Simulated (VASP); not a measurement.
**PbSe: single point with PBEsol**

PbSe:

```
Pb Se
1.0
     0.00000    3.09277    3.06215
     3.09277    0.00000    3.06215
     3.09277    3.09277    0.00000
Pb Se
1 1
Direct
  0.00000 0.00000 0.00000
  0.50000 0.50000 0.50000
```

This cell differs from its parent crystal: equal xx and yy strain of +1 %.

```yaml
Program: VASP 6.6.1
Task: single point
Functional: PBEsol
Potentials_or_basis: VASP PAW PBE potentials, release 64 (Pb_d, Se)
Cutoff: 520 eV
k_mesh: 9 × 9 × 9
Occupations: fermi-dirac, width 0.01 eV
Spin: no spin polarisation
Dipole_correction: no
Further_INCAR_settings: ALGO = Normal; EDIFF = 1e-06; NBANDS = 17
```

| Property | Result |
| --- | --- |
| Pressure | -1.5 GPa |
| Band gap on the k mesh | 0.67 eV, direct |

Stress tensor (GPa, compression positive):
```
-1.92  0.00  0.00
 0.00 -1.92  0.00
 0.00  0.00 -0.81
```

Levels at points of the mesh, in eV from the valence-band top:
```
           k point  band 7  band 8  band 9  band 10  band 11  band 12  band 13  band 14
(0.00, 0.00, 0.00)   -6.17   -1.64   -1.55    -1.55     4.75     4.75     4.98     6.67
```

It took 54 s on 1 thread of Intel(R) Xeon(R) Platinum 8488C (Sapphire Rapids), with other jobs on the host, peak memory 0.22 GiB.

Caveat: the cell differs from its parent crystal (equal xx and yy strain of +1 %); the PAW data sets were made with another functional, which shifts forces and pressure a little; spin-orbit coupling is left out, which moves the levels of the heavy elements. A k mesh can miss the band edges.
